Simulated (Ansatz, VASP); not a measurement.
# HgTe: VASP beside Ansatz

```
Hg Te
1.0
     0.02015    3.22350    3.22350
     3.22350    0.02015    3.22350
     3.24365    3.24365    0.00000
Hg Te
1 1
Cartesian
  0.0000 0.0000 0.0000
  4.8655 4.8655 4.8353
```

Change from the starting cell: strain +0.0125 x Voigt [0, 0, 0, 0, 0, 1], atoms carried along.

Alike in both runs: task single point; functional PBEsol; k mesh 14 × 14 × 14; occupations gaussian, width 0.15 eV; no spin polarisation.

|  | VASP | Ansatz |
| --- | --- | --- |
| version | VASP 6.6.1 | Ansatz 0.2.0 |
| potentials or method | VASP PAW PBE potentials, release 64 (Hg, Te), cutoff 520 eV | scalar-relativistic, plane waves, PAW |
| valence electrons in the cell | 18 | 36 |

|  | VASP | Ansatz | Ansatz less VASP |
| --- | --- | --- | --- |
| gap on the k mesh at the Fermi level (eV) | none | none | - |
| pressure (GPa) | 1.4 | 1.3 | -0.12 |
| traceless stress, the component that is largest in VASP (GPa) | -0.53 | -0.52 | +0.008 |
| rms of the force components (eV/Å) | 0.044 | 0.042 | -0.0013 |

VASP's potentials were made for PBE, not for PBEsol. Atom by atom the forces differ by 0.001 eV/Å (rms over components). A gap of «none» marks a metal or a gap that the smearing closes. VASP's potentials hold 18 valence electrons a cell and Ansatz's 36, so a difference there can come from the potentials and not from the codes.

Neither program's run includes spin-orbit coupling.
